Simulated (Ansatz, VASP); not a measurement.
**Two plane-wave programs on AlCd2O**

The input INCAR:

```
SYSTEM = AlCd2O
ALGO = Normal
EDIFF = 1E-6
EDIFFG = -0.04
ENCUT = 600
GGA = PE
IBRION = 2
ISIF = 3
ISMEAR = 0
LASPH = .TRUE.
LCHARG = .FALSE.
LREAL = .FALSE.
LWAVE = .FALSE.
NELM = 80
NSW = 90
PREC = Accurate
SIGMA = 0.1
```

File KPOINTS:

```
k-points
0
G
  6 6 4
  0 0 0
```

The input POSCAR:

```
AlCd2O
1.0
    1.7157833111     -5.2470728069      0.0000000000
    1.7157833111      5.2470728069      0.0000000000
    0.0000000000      0.0000000000      5.3855285726
Al Cd O
1 2 1
Direct
    0.5000000000      0.5000000000      0.0000000000
    0.6375753962      0.3624246038      0.5000000000
    0.3624246038      0.6375753962      0.5000000000
    0.0000000000      0.0000000000      0.0000000000
```

Input for Ansatz:

```yaml
crystal:
  lattice:
    - [1.7157833111, -5.2470728069, 0.0]
    - [1.7157833111, 5.2470728069, 0.0]
    - [0.0, 0.0, 5.3855285726]
  atoms:
    - { symbol: Al, position: [0.5, 0.5, 0.0] }
    - { symbol: Cd, position: [0.6375753962, 0.3624246038, 0.5] }
    - { symbol: Cd, position: [0.3624246038, 0.6375753962, 0.5] }
    - { symbol: O, position: [0.0, 0.0, 0.0] }
basis:
  ecutwfc: 420
kpoints:
  mp_grid: { grid: [6, 6, 4] }
hamiltonian:
  xc: pbe
scf:
  occupations: { method: gaussian, width: 0.1 }
  lower_state_search: "off"
output:
  forces: true
  stress: true
  eigenvalues: true
relax:
  adjacent_minimum: "off"
  f_tol: 0.04
  max_steps: 70
  cell: { stress_tol: 0.4 }
```

Alike in both runs: task relaxation of cell and atoms; functional PBE; k mesh 6 × 6 × 4; occupations gaussian, width 0.1 eV; no spin polarisation.

```csv
,VASP,Ansatz
version,VASP 6.6.1,Ansatz 0.2.0
potentials or method,"VASP PAW PBE potentials, release 64 (Al, Cd, O), cutoff 600 eV","scalar-relativistic, plane waves, PAW"
valence electrons in the cell,33,49
```

```tsv
	VASP	Ansatz	Ansatz less VASP
gap on the k mesh at the Fermi level, each at its own relaxed structure (eV)	none	none	-
relaxed volume (Å³/atom)	24.41	24.48	+0.064
relaxed cell length with the largest relative difference (Å)	5.414	5.434	+0.0196
```

A gap of «none» marks a metal or a gap that the smearing closes. VASP's potentials hold 33 valence electrons a cell and Ansatz's 49, so a difference there can come from the potentials and not from the codes.
